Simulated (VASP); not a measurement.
# WS2 in VASP: a series of runs, part 3 of 3

VASP 6.6.1.

## 6. Single point, PBE-based screened hybrid with 10 % exact exchange

POSCAR

```
WS2
1.0
    3.1835163552      0.0000000000      0.0000000000
   -1.5917581776      2.7570060369      0.0000000000
    0.0000000000      0.0000000000     16.9505778900
W S
1 2
Direct
    0.0000000000      0.0000000000      0.0000000000
    0.3333333333      0.6666666667      0.0920005100
    0.3333333333      0.6666666667      0.9079994900
```

INCAR.step1

```
SYSTEM = WS2
ALGO = Normal ; EDIFF = 1E-5
ENCUT = 520 ; GGA = PE
ISIF = 2 ; ISMEAR = -1
LASPH = .TRUE. ; LCHARG = .FALSE.
LREAL = .FALSE. ; LWAVE = .TRUE.
NBANDS = 20 ; NELM = 80
PREC = Accurate ; SIGMA = 0.05
```

INCAR.step2

```
SYSTEM = WS2
AEXX = 0.1 ; ALGO = Normal
EDIFF = 1E-6 ; ENCUT = 520
GGA = PE ; HFSCREEN = 0.2
ISIF = 2 ; ISMEAR = -1
ISTART = 1 ; LASPH = .TRUE.
LCHARG = .FALSE. ; LHFCALC = .TRUE.
LREAL = .FALSE. ; LWAVE = .FALSE.
NBANDS = 20 ; NELM = 80
PREC = Accurate ; PRECFOCK = Normal
SIGMA = 0.05
```

KPOINTS

```
k-points
0
G
  5 5 1
  0 0 0
```

Potentials or basis: VASP PAW PBE potentials, release 64 (W_sv, S).

Started as:

```sh
$ cat potpaw_PBE.64/W_sv/POTCAR potpaw_PBE.64/S/POTCAR > POTCAR
$ cp INCAR.step1 INCAR
$ mpirun -np 1 vasp_std > vasp.out
$ cp INCAR.step2 INCAR
$ mpirun -np 1 vasp_std > vasp.out
```

OUTCAR:

```text
SYSTEM = WS2
   AEXX = 0.1
   EDIFF = 1E-6
   ENCUT = 520
   GGA = PE
   HFSCREEN = 0.2
   ISIF = 2
   ISMEAR = -1
   ISTART = 1
   LASPH = .TRUE.
   LHFCALC = .TRUE.
   LREAL = .FALSE.
   NELM = 80
   PREC = Accurate
   PRECFOCK = Normal

 ion  position               nearest neighbor table
   1  0.000  0.000  0.000-   2 2.41   3 2.41   2 2.41   3 2.41   2 2.41   3 2.41
[... 300 lines left out ...]

  FORCE on cell =-STRESS in cart. coord.  units (eV):
  Direction    XX          YY          ZZ          XY          YZ          ZX
  --------------------------------------------------------------------------------------
  -------------------------------------------------------------------------------------
  Total       -0.2529834     -0.2529834      0.0829226      0.0000000      0.0000000      0.0000000
  in kB       -2.7244149     -2.7244149      0.8930059      0.0000000      0.0000000      0.0000000
  external PRESSURE =      -1.5186079 kB  Pullay stress =       0.0000000 kB

 VOLUME and BASIS-vectors are now :
 -----------------------------------------------------------------------------
  energy-cutoff  :      520.00
  volume of cell :      148.77
      direct lattice vectors                 reciprocal lattice vectors
     3.183516355  0.000000000  0.000000000     0.314118066  0.181356150  0.000000000
    -1.591758178  2.757006037  0.000000000     0.000000000  0.362712300  0.000000000
     0.000000000  0.000000000 16.950577890     0.000000000  0.000000000  0.058995039

 POSITION                                       TOTAL-FORCE (eV/Angst)
 -----------------------------------------------------------------------------------
      0.00000      0.00000      0.00000         0.000000      0.000000      0.000000
     -0.00000      1.83800      1.55946        -0.000000      0.000000      0.039393
     -0.00000      1.83800     15.39112        -0.000000     -0.000000     -0.039393
 -----------------------------------------------------------------------------------
    total drift:                               -0.000038      0.000022     -0.000001

  FREE ENERGIE OF THE ION-ELECTRON SYSTEM (eV)
  ---------------------------------------------------
  free  energy   TOTEN  =       -25.4654888777 eV

  energy  without entropy=      -25.4654888776  energy(sigma->0) =      -25.46548888
```

OUTCAR.step1:

```text
SYSTEM = WS2
   EDIFF = 1E-5
   ENCUT = 520
   GGA = PE
   ISIF = 2
   ISMEAR = -1
   LASPH = .TRUE.
[... 318 lines left out ...]
      0.00000      0.00000      0.00000         0.000000     -0.000000      0.000000
     -0.00000      1.83800      1.55946        -0.000000      0.000000      0.259248
     -0.00000      1.83800     15.39112        -0.000000      0.000000     -0.259248
 -----------------------------------------------------------------------------------
    total drift:                                0.000000     -0.000000     -0.000000

  FREE ENERGIE OF THE ION-ELECTRON SYSTEM (eV)
  ---------------------------------------------------
  free  energy   TOTEN  =       -23.6708085508 eV

  energy  without entropy=      -23.6708085507  energy(sigma->0) =      -23.67080855
```

OSZICAR.step1:

```text
N       E                     dE             d eps       ncg     rms          rms(c)
DAV:   1     0.180172081873E+03    0.18017E+03   -0.11894E+04   240   0.110E+03
DAV:   2    -0.113073218727E+02   -0.19148E+03   -0.18304E+03   272   0.266E+02
DAV:   3    -0.248060233701E+02   -0.13499E+02   -0.13411E+02   264   0.664E+01
[... 11 lines left out ...]
DAV:  15    -0.236706905558E+02   -0.38974E-04   -0.29184E-05   216   0.273E-02    0.222E-02
DAV:  16    -0.236707323251E+02   -0.41769E-04   -0.11031E-05   208   0.143E-02    0.948E-03
DAV:  17    -0.236707689560E+02   -0.36631E-04   -0.45947E-06   192   0.111E-02    0.853E-03
DAV:  18    -0.236708007051E+02   -0.31749E-04   -0.18729E-06   180   0.510E-03    0.125E-02
DAV:  19    -0.236708085508E+02   -0.78457E-05   -0.35473E-07   164   0.285E-03
   1 F= -.23670809E+02 E0= -.23670809E+02  d E =-.152588E-09
```

It took 5.8 min on 1 thread of Intel Xeon Platinum 8375C at 2.90GHz (Ice Lake), shared host; peak memory 0.36 GiB.

What came out:

```yaml
Free_energy: -25.4655 eV
Largest_force: 0.039 eV/Å
Band_gap_on_the_k_mesh: 2.43 eV (least direct gap 2.95 eV)
```

Forces on the atoms (eV/Å):
```
W    0.000  0.000  0.000
S    0.000  0.000  0.039
S    0.000  0.000 -0.039
```

Caveat: the k points lie up to 0.46 Å⁻¹ apart; there is no dipole correction, which matters where the two faces differ; the PAW data sets were made with another functional, which shifts forces and pressure a little; spin-orbit coupling is left out, which moves the levels of the heavy elements.

## 7. Summary

```tsv
level	k mesh	share of exact exchange	screening parameter	gap on the mesh (eV)	largest force (eV/Å)
r2SCANh	5 × 5 × 1	0.1	-	2.84	0.17
r2SCAN50	5 × 5 × 1	0.5	-	4.99	0.80
PBE0	6 × 6 × 2	0.25	-	2.97	0.26
PBE-based screened hybrid with 5 % exact exchange	5 × 5 × 1	0.05	0.2 1/Å	2.31	0.15
PBE-based screened hybrid with 10 % exact exchange	5 × 5 × 1	0.1	0.2 1/Å	2.43	0.04
```

Alike in all rows: task single point; potentials or basis VASP PAW PBE potentials, release 64 (W_sv, S); no spin polarisation; cell as given; cutoff (eV) 520; smearing fermi-dirac 0.05 eV.

Caveats: some runs use coarse meshes; there is no dipole correction, which matters where the two faces differ; the PAW data sets were made with another functional, which shifts forces and pressure a little; spin-orbit coupling is left out, which moves the levels of the heavy elements.

Absolute energies hang on the potentials; compare differences alone.
